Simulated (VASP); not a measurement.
Write the native input for VASP 6.6.1 that does the following.

```
Task                   : single point
Functional             : PBE
Potentials or basis    : VASP PAW PBE potentials, release 64 (O, Cu)
Cutoff                 : 520 eV
k mesh                 : 12 × 12 × 1
Occupations            : gaussian, width 0.1 eV
Spin                   : no spin polarisation
Dipole correction      : yes
Further INCAR settings : ALGO = Fast; EDIFF = 1e-06; NBANDS = 63
```

The structure of CuO lies in POSCAR:

```
CuO
1.0
    2.9486966760      0.0000000000      0.0000000000
    0.0129800027      2.9486681073      0.0000000000
    0.0000000000      0.0000000000     29.1661631374
O Cu
6 6
Direct
    0.5057974905      0.5057743899      0.2571472965
    0.5057982911      0.5058213917      0.3454573705
    0.5058452929      0.5058221923      0.4337674445
    0.5058460934      0.5058691941      0.5220775185
    0.5058930953      0.5058699946      0.6103875925
    0.5058938958      0.5059169965      0.6986976665
    0.0057978908      0.5057978908      0.3013023335
    0.5058217920      0.0058217920      0.3896124075
    0.0058456932      0.5058456932      0.4779224815
    0.5058695944      0.0058695944      0.5662325555
    0.0058934955      0.5058934955      0.6545426295
    0.5059173967      0.0059173967      0.7428527035
```

The input as run:

INCAR

```
SYSTEM = CuO
PREC = Accurate
ENCUT = 520
EDIFF = 1E-6
ISMEAR = 0
SIGMA = 0.1
LREAL = .FALSE.
LASPH = .TRUE.
NELM = 100
ALGO = Fast
ISIF = 2
LWAVE = .FALSE.
LCHARG = .TRUE.
LDIPOL = .TRUE.
IDIPOL = 3
DIPOL = 0.5 0.5 0.500
GGA = PE
LELF = .TRUE.
LVHAR = .TRUE.
LVACPOTAV = .TRUE.
NBANDS = 63
```

KPOINTS

```
regular mesh
0
G
  12 12 1
  0 0 0
```

Potentials or basis: VASP PAW PBE potentials, release 64 (O, Cu).

The run is started by

```bash
$ cat potpaw_PBE.64/O/POTCAR potpaw_PBE.64/Cu/POTCAR > POTCAR
$ mpirun -np 1 vasp_std > vasp.out
```

It gave:

- Largest force: 2.103 eV/Å
- Band gap on the k mesh: zero (bands 51 and 52 overlap by 0.57 eV)

Caveat: semilocal functionals often make such compounds metallic where correlation or magnetic order opens a gap, which also shifts bond lengths.

Run time: 47 min on 1 thread of Oxide Virtual Turin-like Processor (shared host), peak memory 0.9 GiB.
